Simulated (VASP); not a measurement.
A run of VASP 6.6.1:

The input INCAR:

```
ALGO = Fast
EDIFF = 1E-6
ENCUT = 520
GGA = PS
ISIF = 2
ISMEAR = 0
LASPH = T
LCHARG = T
LELF = T
LREAL = F
LVHAR = T
LWAVE = F
NBANDS = 11
NELM = 100
PREC = Accurate
SIGMA = 0.15
```

KPOINTS

```
k-points
0
Gamma
  14 14 14
```

The input POSCAR:

```
Ba
1.0
    0.0000000000      3.0398029074      3.0398029074
    3.0398029074      0.0000000000      3.0398029074
    3.0398029074      3.0398029074      0.0000000000
Ba
1
Direct
    0.0000000000      0.0000000000      0.0000000000
```

Potentials or basis: VASP PAW PBE potentials, release 64 (Ba_sv).

Launch:

```console
$ cat potpaw_PBE.64/Ba_sv/POTCAR > POTCAR
$ mpirun -np 1 vasp_std > vasp.out
```

Hardware: 1 thread of Intel(R) Xeon(R) 6975P-C (Granite Rapids), on a shared host.

Question: Estimate the wall time of this run.

Answer: Run time: 16 s on 1 thread of Intel(R) Xeon(R) 6975P-C (Granite Rapids), with other jobs on the host, peak memory 0.21 GiB. Counts: scf iterations 11, k points 104.
